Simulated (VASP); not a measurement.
# Si (Fd-3m) in VASP: notebook

The runs below take Si through dielectric tensor, with PBE, r2SCAN.

Program: VASP 6.6.1. These are calculated values, not measurements. Logs are shortened: lines on timing, memory, paths and dates and some standing lists are left out, and cuts for length are marked.

### 1 The cell of the first run

Symmetry: Fd-3m, No. 227, cubic system. The conventional cell has a = 5.444 Å, b = 5.444 Å, c = 5.444 Å, α = 90.00°, β = 90.00°, γ = 90.00°. Si (site symmetry -43m) has 4 Si at 2.36 Å within 3.1 Å.

### 2 Dielectric tensor, PBE

Input file INCAR:

```
PREC = Accurate
ENCUT = 520
EDIFF = 1E-8
ISMEAR = 0
SIGMA = 0.01
LREAL = F
LASPH = T
NELM = 60
ALGO = Normal
ISIF = 2
LWAVE = F
LCHARG = F
GGA = PE
LEPSILON = T
```

Input file KPOINTS:

```
Automatic mesh
0
Gamma
  6 6 6
```

Input file POSCAR:

```
Si
1.0
    0.0000000000      2.7221210643      2.7221210643
    2.7221210643      0.0000000000      2.7221210643
    2.7221210643      2.7221210643      0.0000000000
Si
2
Direct
    0.7500000000      0.7500000000      0.7500000000
    0.5000000000      0.5000000000      0.5000000000
```

Potentials or basis: VASP PAW PBE potentials, release 64 (Si).

Run with:

```console
$ cat potpaw_PBE.64/Si/POTCAR > POTCAR
$ mpirun -np 1 vasp_std > vasp.out
```

OUTCAR:

```text
PREC = Accurate
   ENCUT = 520
   EDIFF = 1E-8
   ISMEAR = 0
   LREAL = F
   LASPH = T
   NELM = 60
   ISIF = 2
   GGA = PE
   LEPSILON = T

 ion  position               nearest neighbor table
   1  0.750  0.750  0.750-   2 2.36   2 2.36   2 2.36   2 2.36
   2  0.500  0.500  0.500-   1 2.36   1 2.36   1 2.36   1 2.36

  LATTYP: Found a face centered cubic cell.
 ALAT       =     5.4442421286

  Lattice vectors:

 A1 = (   0.0000000000,   2.7221210643,   2.7221210643)
 A2 = (   2.7221210643,   0.0000000000,   2.7221210643)
 A3 = (   2.7221210643,   2.7221210643,   0.0000000000)

Analysis of symmetry for initial positions (statically):
=====================================================================
 Subroutine PRICEL returns:
 Original cell was already a primitive cell.

 Routine SETGRP: Setting up the symmetry group for a
 face centered cubic supercell.

 Subroutine GETGRP returns: Found 48 space group operations
 (whereof 24 operations were pure point group operations)
 out of a pool of 48 trial point group operations.

The static configuration has the point symmetry T_d .
 The point group associated with its full space group is O_h .

Analysis of symmetry for dynamics (positions and initial velocities):
=====================================================================
 Subroutine PRICEL returns:
 Original cell was already a primitive cell.

 Routine SETGRP: Setting up the symmetry group for a
 face centered cubic supercell.

 Subroutine GETGRP returns: Found 48 space group operations
 (whereof 24 operations were pure point group operations)
 out of a pool of 48 trial point group operations.

The dynamic configuration has the point symmetry T_d .
 The point group associated with its full space group is O_h .

 Subroutine INISYM returns: Found 48 space group operations
 (whereof 24 operations are pure point group operations),
 and found     1 'primitive' translations

----------------------------------------------------------------------------------------

                                     Primitive cell

  volume of cell :      40.3415

  direct lattice vectors                    reciprocal lattice vectors
     0.000000000  2.722121064  2.722121064    -0.183680295  0.183680295  0.183680295
     2.722121064  0.000000000  2.722121064     0.183680295 -0.183680295  0.183680295
     2.722121064  2.722121064  0.000000000     0.183680295  0.183680295 -0.183680295

  length of vectors
     3.849660528  3.849660528  3.849660528     0.318143603  0.318143603  0.318143603

  position of ions in fractional coordinates (direct lattice)
     0.750000000  0.750000000  0.750000000
     0.500000000  0.500000000  0.500000000

  ion indices of the primitive-cell ions
   primitive index   ion index
                 1           1
                 2           2

----------------------------------------------------------------------------------------

 KPOINTS: Automatic mesh

Automatic generation of k-mesh.
 Grid dimensions read from file:
 generate k-points for:    6    6    6

 Generating k-lattice:

  Cartesian coordinates                     Fractional coordinates (reciprocal lattice)
    -0.030613382  0.030613382  0.030613382     0.166666667  0.000000000  0.000000000
     0.030613382 -0.030613382  0.030613382     0.000000000  0.166666667  0.000000000
     0.030613382  0.030613382 -0.030613382     0.000000000  0.000000000  0.166666667

  Length of vectors
     0.053023934  0.053023934  0.053023934

  Shift w.r.t. Gamma in fractional coordinates (k-lattice)
     0.000000000  0.000000000  0.000000000

 Subroutine IBZKPT returns following result:
 ===========================================

 Found     16 irreducible k-points:

[... 63 lines left out ...]
   AEXX    =    0.0000 exact exchange contribution
   IVDW    =     0    specifies the selected vdW correction
   LEPSILON=     T    determine dielectric tensor
   LRPA    =     F    only Hartree local field effects (RPA)
 non-spin polarized calculation
 Gauss-broadening in eV      SIGMA  =   0.01
  energy-cutoff  :      520.00
  volume of cell :       40.34
 maximum number of plane-waves:      1106
 NGX is ok and might be reduce to    30
   NGX = 15   NGY = 15   NGZ = 15

--------------------------------------- Ionic step        1  -------------------------------------------

 number of electron       8.0000001 magnetization

 E-fermi :   5.8162     XC(G=0):  -9.3750

 val. band max:        5.7586102013   @ k =   0.0000   0.0000   0.0000
 cond. band min:       6.4809672535   @ k =   0.5000   0.5000   0.0000
 fundamental gap:      0.7223570522
 Fermi energy:         5.8161821272

 k-point     1 :       0.0000    0.0000    0.0000
  band No.  band energies     occupation
      1      -6.1491      2.00000
      2       5.7586      2.00000
      3       5.7586      2.00000
      4       5.7586      2.00000
      5       8.3179      0.00000
      6       8.3179      0.00000
      7       8.3179      0.00000
      8       9.0470      0.00000
[... 155 lines left out ...]
 k-point    16 :      -0.3333    0.5000    0.1667
  band No.  band energies     occupation
      1      -1.9138      2.00000
      2      -1.9138      2.00000
      3       2.1443      2.00000
      4       2.1443      2.00000
      5       8.5065      0.00000
      6       8.5065      0.00000
      7      12.4944      0.00000
      8      12.4944      0.00000

  FORCE on cell =-STRESS in cart. coord.  units (eV):
  Direction    XX          YY          ZZ          XY          YZ          ZX
  --------------------------------------------------------------------------------------
  -------------------------------------------------------------------------------------
  Total        0.3262269      0.3262269      0.3262269      0.0000000      0.0000000      0.0000000
  in kB       12.9562134     12.9562134     12.9562134      0.0000000      0.0000000      0.0000000
  external PRESSURE =      12.9562134 kB  Pullay stress =       0.0000000 kB

 VOLUME and BASIS-vectors are now :
 -----------------------------------------------------------------------------
  energy-cutoff  :      520.00
  volume of cell :       40.34
      direct lattice vectors                 reciprocal lattice vectors
     0.000000000  2.722121064  2.722121064    -0.183680295  0.183680295  0.183680295
     2.722121064  0.000000000  2.722121064     0.183680295 -0.183680295  0.183680295
     2.722121064  2.722121064  0.000000000     0.183680295  0.183680295 -0.183680295

 POSITION                                       TOTAL-FORCE (eV/Angst)
 -----------------------------------------------------------------------------------
      4.08318      4.08318      4.08318        -0.000000      0.000000     -0.000000
      2.72212      2.72212      2.72212         0.000000     -0.000000      0.000000
 -----------------------------------------------------------------------------------
    total drift:                                0.000000     -0.000000     -0.000000

  FREE ENERGIE OF THE ION-ELECTRON SYSTEM (eV)
  ---------------------------------------------------
  free  energy   TOTEN  =       -10.8240308514 eV

  energy  without entropy=      -10.8240308514  energy(sigma->0) =      -10.82403085

 HEAD OF MICROSCOPIC STATIC DIELECTRIC TENSOR (INDEPENDENT PARTICLE, excluding Hartree and local field effects)
 ------------------------------------------------------
          16.937454     0.000000    -0.000000
           0.000000    16.937454     0.000000
           0.000000     0.000000    16.937454
 ------------------------------------------------------

 Free energy of the ion-electron system (eV)
  ---------------------------------------------------
  ---------------------------------------------------
  free energy    TOTEN  =        -1.82507481 eV

  energy without entropy =       -1.82507481

------------------------ aborting loop because EDIFF is reached ----------------------------------------

--------------------------------------- Ionic step        2  -------------------------------------------

------------------------ aborting loop because EDIFF is reached ----------------------------------------

--------------------------------------- Ionic step        3  -------------------------------------------

 Free energy of the ion-electron system (eV)
  ---------------------------------------------------
  ---------------------------------------------------
  free energy    TOTEN  =        -1.82507482 eV

  energy without entropy =       -1.82507482

------------------------ aborting loop because EDIFF is reached ----------------------------------------

 PIEZOELECTRIC TENSOR FIELD DIRECTION 3  (e Angst)
 -----------------------------------------------------------------------------
     0.00431  0.00000  0.00000           (  0.00001  0.00000  0.00000)
     0.00000  0.00431  0.00000           (  0.00000  0.00001  0.00000)
     0.00000  0.00000 -0.01094           (  0.00000  0.00000 -0.00000)

 PIEZOELECTRIC TENSOR FIELD DIRECTION 3  (C/m^2)
 -----------------------------------------------------------------------------
     0.00171  0.00000  0.00000
     0.00000  0.00171  0.00000
     0.00000  0.00000 -0.00434

 MACROSCOPIC STATIC DIELECTRIC TENSOR (including local field effects in DFT)
 ------------------------------------------------------
          16.296553    -0.000000     0.000000
           0.000000    16.296553    -0.000000
          -0.000000    -0.000000    16.296553
 ------------------------------------------------------

 PIEZOELECTRIC TENSOR (including local field effects)  for field in x, y, z        (e  Angst)
          XX          YY          ZZ          XY          YZ          ZX
  --------------------------------------------------------------------------------
  x     0.00000    -0.00000     0.00000     0.00000     0.00000     0.00000
  y    -0.00000     0.00000    -0.00000     0.00000     0.00000     0.00000
  z     0.00000     0.00000     0.00000     0.00000     0.00000     0.00000

 PIEZOELECTRIC TENSOR (including local field effects)  for field in x, y, z        (C/m^2)
          XX          YY          ZZ          XY          YZ          ZX
  --------------------------------------------------------------------------------
  x     0.00000    -0.00000     0.00000     0.00000     0.00000     0.00000
  y    -0.00000     0.00000    -0.00000     0.00000     0.00000     0.00000
  z     0.00000     0.00000     0.00000     0.00000     0.00000     0.00000

 BORN EFFECTIVE CHARGES (including local field effects) (in |e|, cummulative output)
 ---------------------------------------------------------------------------------
 ion    1
    1     0.00000    -0.00000    -0.00000
    2    -0.00000     0.00000    -0.00000
    3    -0.00000    -0.00000     0.00000
 ion    2
    1    -0.00000     0.00000     0.00000
    2     0.00000    -0.00000     0.00000
    3     0.00000     0.00000    -0.00000
```

Wall time 43 s (1 thread of Intel Xeon 6975P-C (Granite Rapids), shared host); peak memory 0.17 GiB.

Results:

```yaml
Band_gap_on_the_k_mesh: 0.72 eV (least direct gap 2.56 eV)
Electronic_dielectric_tensor_diagonal: 16.30
Born_charges_mean_of_the_diagonal: Si +0.00 e
```

Levels at points of the mesh, in eV from the valence-band top:
| k point | band 1 | band 2 | band 3 | band 4 | band 5 | band 6 | band 7 | band 8 |
| --- | --- | --- | --- | --- | --- | --- | --- | --- |
| (0.00, 0.00, 0.00) | -11.91 | 0.00 | 0.00 | 0.00 | 2.56 | 2.56 | 2.56 | 3.29 |
| (0.50, 0.00, 0.00) | -9.59 | -6.93 | -1.19 | -1.19 | 1.51 | 3.34 | 3.34 | 7.72 |
| (0.50, 0.50, 0.00) | -7.79 | -7.79 | -2.83 | -2.83 | 0.72 | 0.72 | 10.05 | 10.05 |

Electronic dielectric tensor:
```
16.30  0.00  0.00
 0.00 16.30  0.00
 0.00  0.00 16.30
```

Born effective charge tensors (e):
atom 1, Si
```
0.00 0.00 0.00
0.00 0.00 0.00
0.00 0.00 0.00
```
atom 2, Si
```
0.00 0.00 0.00
0.00 0.00 0.00
0.00 0.00 0.00
```

A k mesh can miss the band edges. As with any semilocal functional, this PBE gap is likely too small.

### 3 Dielectric tensor, r2SCAN

Input file INCAR:

```
SYSTEM = Si
PREC = Accurate
ENCUT = 520
EDIFF = 1E-8
ISMEAR = 0
SIGMA = 0.01
LREAL = .False.
LASPH = .True.
NELM = 60
ALGO = Normal
ISIF = 2
LWAVE = .False.
LCHARG = .False.
METAGGA = R2SCAN
LMIXTAU = .True.
LCALCEPS = .True.
```

Input file KPOINTS:

```
regular mesh
0
Gamma
  6 6 6
  0 0 0
```

POSCAR is that of step 2.

Potentials or basis: VASP PAW PBE potentials, release 64 (Si).

Run with:

```console
$ cat potpaw_PBE.64/Si/POTCAR > POTCAR
$ mpirun -np 1 vasp_std > vasp.out
```

OUTCAR:

```text
SYSTEM = Si
   PREC = Accurate
   ENCUT = 520
   EDIFF = 1E-8
   ISMEAR = 0
   LREAL = .False.
   LASPH = .True.
   NELM = 60
   ISIF = 2
   METAGGA = R2SCAN

 ion  position               nearest neighbor table
   1  0.750  0.750  0.750-   2 2.36   2 2.36   2 2.36   2 2.36
   2  0.500  0.500  0.500-   1 2.36   1 2.36   1 2.36   1 2.36

  LATTYP: Found a face centered cubic cell.
 ALAT       =     5.4442421286

  Lattice vectors:

 A1 = (   0.0000000000,   2.7221210643,   2.7221210643)
 A2 = (   2.7221210643,   0.0000000000,   2.7221210643)
 A3 = (   2.7221210643,   2.7221210643,   0.0000000000)

Analysis of symmetry for initial positions (statically):
=====================================================================
 Subroutine PRICEL returns:
 Original cell was already a primitive cell.

 Routine SETGRP: Setting up the symmetry group for a
 face centered cubic supercell.

 Subroutine GETGRP returns: Found 48 space group operations
 (whereof 24 operations were pure point group operations)
 out of a pool of 48 trial point group operations.

The static configuration has the point symmetry T_d .
 The point group associated with its full space group is O_h .

Analysis of symmetry for dynamics (positions and initial velocities):
=====================================================================
 Subroutine PRICEL returns:
 Original cell was already a primitive cell.

 Routine SETGRP: Setting up the symmetry group for a
 face centered cubic supercell.

 Subroutine GETGRP returns: Found 48 space group operations
 (whereof 24 operations were pure point group operations)
 out of a pool of 48 trial point group operations.

The dynamic configuration has the point symmetry T_d .
 The point group associated with its full space group is O_h .

[... 407 lines left out ...]
      5   10000.0000      0.00000
      6   10000.0000      0.00000
      7   10000.0000      0.00000
      8   10000.0000      0.00000

 [... further k-points ...]

------------------------ aborting loop because EDIFF is reached ----------------------------------------

            Ionic dipole moment: p[ion]=(   -16.33273   -16.33273   -16.33273 ) |e| Angst

 Total electronic dipole moment: p[elc]=(     0.00007     0.00007     0.02278 ) |e| Angst

 MACROSCOPIC STATIC DIELECTRIC TENSOR (including local field effects)
 ------------------------------------------------------
          11.220230     0.000000    -0.000000
          -0.000000    11.220230     0.000000
           0.000000    -0.000000    11.220230
 ------------------------------------------------------

 PIEZOELECTRIC TENSOR (including local field effects) (e Angst)
          XX          YY          ZZ          XY          YZ          ZX
  --------------------------------------------------------------------------------
  x     0.00000    -0.00000    -0.00000    -0.00000     0.00000     0.00000
  y     0.00000     0.00000     0.00000     0.00000     0.00000     0.00000
  z     0.00000     0.00000     0.00000    -0.00000    -0.00000     0.00000

 PIEZOELECTRIC TENSOR (including local field effects) (C/m^2)
          XX          YY          ZZ          XY          YZ          ZX
  --------------------------------------------------------------------------------
  x     0.00000    -0.00000    -0.00000    -0.00000     0.00000     0.00000
  y     0.00000     0.00000     0.00000     0.00000     0.00000     0.00000
  z     0.00000     0.00000     0.00000    -0.00000    -0.00000     0.00000

 BORN EFFECTIVE CHARGES (including local field effects) (in |e|, cummulative output)
 ---------------------------------------------------------------------------------
 ion    1
    1     0.00000     0.00000     0.00000
    2     0.00000    -0.00000     0.00000
    3     0.00000     0.00000     0.00000
 ion    2
    1    -0.00000     0.00000     0.00000
    2     0.00000     0.00000    -0.00000
    3    -0.00000     0.00000    -0.00000

  FORCE on cell =-STRESS in cart. coord.  units (eV):
  Direction    XX          YY          ZZ          XY          YZ          ZX
  --------------------------------------------------------------------------------------
  -------------------------------------------------------------------------------------
  Total       -0.0433225     -0.0433225     -0.0433225      0.0000000      0.0000000      0.0000000
  in kB       -1.7205697     -1.7205697     -1.7205697      0.0000000      0.0000000      0.0000000
  external PRESSURE =      -1.7205697 kB  Pullay stress =       0.0000000 kB

 VOLUME and BASIS-vectors are now :
 -----------------------------------------------------------------------------
  energy-cutoff  :      520.00
  volume of cell :       40.34
      direct lattice vectors                 reciprocal lattice vectors
     0.000000000  2.722121064  2.722121064    -0.183680295  0.183680295  0.183680295
     2.722121064  0.000000000  2.722121064     0.183680295 -0.183680295  0.183680295
     2.722121064  2.722121064  0.000000000     0.183680295  0.183680295 -0.183680295

 POSITION                                       TOTAL-FORCE (eV/Angst)
 -----------------------------------------------------------------------------------
      4.08318      4.08318      4.08318         0.000000      0.000000      0.000000
      2.72212      2.72212      2.72212        -0.000000     -0.000000     -0.000000
 -----------------------------------------------------------------------------------
    total drift:                                0.000000     -0.000000     -0.000000

  FREE ENERGIE OF THE ION-ELECTRON SYSTEM (eV)
  ---------------------------------------------------
  free  energy   TOTEN  =       -17.5290808223 eV

  energy  without entropy=      -17.5290808223  energy(sigma->0) =      -17.52908082
```

OSZICAR:

```text
N       E                     dE             d eps       ncg     rms          rms(c)
DAV:   1     0.223713213793E+01    0.22371E+01   -0.35294E+03   256   0.829E+02
DAV:   2    -0.184532467209E+02   -0.20690E+02   -0.20080E+02   416   0.896E+01
[... 13 lines left out ...]
DMP:  10    -0.175290806532E+02   -0.17480E-06   -0.11200E-06   544   0.173E-06   0.206E-06
DMP:  11    -0.175290807256E+02   -0.72417E-07   -0.59981E-07   544   0.108E-06   0.816E-07
DMP:  12    -0.175290807678E+02   -0.42204E-07   -0.39127E-07   544   0.659E-07   0.614E-07
DMP:  13    -0.175290807965E+02   -0.28728E-07   -0.23146E-07   544   0.341E-07   0.457E-07
DMP:  14    -0.175290808132E+02   -0.16702E-07   -0.12465E-07   544   0.174E-07   0.265E-07
DMP:  15    -0.175290808223E+02   -0.90383E-08   -0.69069E-08   544   0.962E-08   0.147E-07
   1 F= -.17529081E+02 E0= -.17529081E+02  d E =-.461440E-32
```

stdout:

```text
POSCAR found type information on POSCAR Si
 POSCAR found :  1 types and       2 ions
 scaLAPACK will be used
 -----------------------------------------------------------------------------
|                                                                             |
|                                                                             |
[... 111 lines left out ...]
 p_tot=( -0.163E+02 -0.163E+02 -0.163E+02 )
dp_tot=(  0.700E-04  0.229E-01  0.700E-04 )  diag[e(oo)]=(    ---   11.28675    ---   )
 p_tot=( -0.163E+02 -0.163E+02 -0.163E+02 )
dp_tot=(  0.701E-04  0.229E-01  0.701E-04 )  diag[e(oo)]=(    ---   11.26282    ---   )
 p_tot=( -0.163E+02 -0.163E+02 -0.163E+02 )
dp_tot=(  0.701E-04  0.228E-01  0.701E-04 )  diag[e
```

It took 9.9 min on 1 thread of Intel Xeon 6975P-C (Granite Rapids), shared host; peak memory 0.24 GiB.

What came out:

```
Band gap on the k mesh                  : 0.93 eV (least direct gap 2.75 eV)
Electronic dielectric tensor (diagonal) : 11.22
Born charges (mean of the diagonal)     : Si +0.00 e
```

Electronic dielectric tensor:
```
11.22  0.00  0.00
 0.00 11.22  0.00
 0.00  0.00 11.22
```

Born effective charge tensors (e):
atom 1, Si
```
0.00 0.00 0.00
0.00 0.00 0.00
0.00 0.00 0.00
```
atom 2, Si
```
0.00 0.00 0.00
0.00 0.00 0.00
0.00 0.00 0.00
```

Dipole moments of the cell (e·Å, modulo the quantum): ionic -16.333, -16.333, -16.333; electronic 0.000, 0.000, 0.023

Caveat: the PAW data sets were made with another functional, which shifts forces and pressure a little.

The gap in the log of VASP goes by the Fermi energy; the results here count the filled bands.